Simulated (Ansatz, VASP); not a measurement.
## Ag in VASP and in Ansatz

```
Ag
1.0
     0.00000    2.02904    2.02904
     2.02904    0.00000    2.02904
     2.02904    2.02904    0.00000
Ag
1
Cartesian
  0.0000 0.0000 0.0000
```

Alike in both runs: task single point; functional BLYP; dispersion D3(BJ); k mesh 11 × 11 × 11; occupations fermi-dirac, width 0.05 eV; no spin polarisation.

|  | VASP | Ansatz |
| --- | --- | --- |
| version | VASP 6.6.1 | Ansatz 0.2.0 |
| potentials or method | VASP PAW PBE potentials, release 64 (Ag) | Ansatz PAW |
| plane-wave cutoff (eV) | 520 | 420 |
| valence electrons in the cell | 11 | 19 |

```csv
,VASP,Ansatz,Ansatz less VASP
gap on the k mesh at the Fermi level (eV),none,none,-
pressure (GPa),1.3,1.2,-0.17
```

VASP's potentials were made for PBE, not for BLYP. A gap of «none» marks a metal or a gap that the smearing closes. VASP's potentials hold 11 valence electrons a cell and Ansatz's 19, so a difference there can come from the potentials and not from the codes.
